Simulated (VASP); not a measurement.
Runs of VASP 6.6.1 on Si3Ge. The structure is that of space group P-6m2 (No. 187), or close to it. The cells are those of the table. 

```csv
task,cell,k mesh,gap on the mesh (eV),pressure (GPa),relaxed volume (Å³/atom),largest force (eV/Å)
single point,"a = 2.784, b = 2.784, c = 9.665 Å, angles 90.0, 90.0, 120.0°, 4 atoms",6 × 6 × 2,none,-0.8,-,0.49
relaxation of cell and atoms,"relaxed from a = 2.828, b = 2.828, c = 9.174 Å, angles 90.0, 90.0, 120.0°, 4 atoms",18 × 18 × 6,-,0.0,15.82,0.01
single point,"a = 2.828, b = 2.828, c = 9.174 Å, angles 90.0, 90.0, 120.0°, 4 atoms",6 × 6 × 2,none,(a),-,(b)
relaxation of cell and atoms,"relaxed from a = 2.784, b = 2.784, c = 9.665 Å, angles 90.0, 90.0, 120.0°, 4 atoms",6 × 6 × 2,-,0.0,15.86,-
single point,"a = 2.804, b = 2.804, c = 9.297 Å, angles 90.0, 90.0, 120.0°, 4 atoms",18 × 18 × 6,none,-0.1,-,0.01
```

Alike in all rows: level PBE; potentials or basis VASP PAW PBE potentials, release 64 (Si, Ge_d); no spin polarisation; cutoff (eV) 500; smearing gaussian 0.1 eV.

**Question.** Estimate the missing entries.

**Answer.** (a) 0.1; (b) 0.03.

Caveats: some runs use coarse meshes; the bands computed are all filled at some k points, so no gap is given (some runs).

A k mesh can miss the band edges, and the runs leave out spin-orbit coupling on Ge.

A gap of «none» marks levels without a gap at the run's occupations.
